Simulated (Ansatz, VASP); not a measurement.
**One calculation of CsCl, two programs**

```
Cs Cl
1.0
     4.20293    0.00000    0.00000
     0.00000    4.20293    0.00000
     0.00000    0.00000    4.20293
Cs Cl
1 1
Direct
  0.00000 0.00000 0.00000
  0.50000 0.50000 0.50000
```

Alike in both runs: task single point; functional PBE; k mesh 6 × 6 × 6; no spin polarisation.

|  | VASP | Ansatz |
| --- | --- | --- |
| version | VASP 6.6.1 | Ansatz 0.2.0 |
| potentials or method | VASP PAW PBE potentials, release 64 (Cs_sv, Cl) | plane waves, PAW |
| plane-wave cutoff (eV) | 500 | 420 |
| occupations | gaussian, width 0.01 eV | fixed |
| valence electrons in the cell | 16 | 16 |

|  | VASP | Ansatz | Ansatz less VASP |
| --- | --- | --- | --- |
| gap on the k mesh at the Fermi level (eV) | 5.01 | 5.02 | +0.010 |
| pressure (GPa) | 0.0 | 0.0 | 0.00 |

Neither program's run includes spin-orbit coupling.
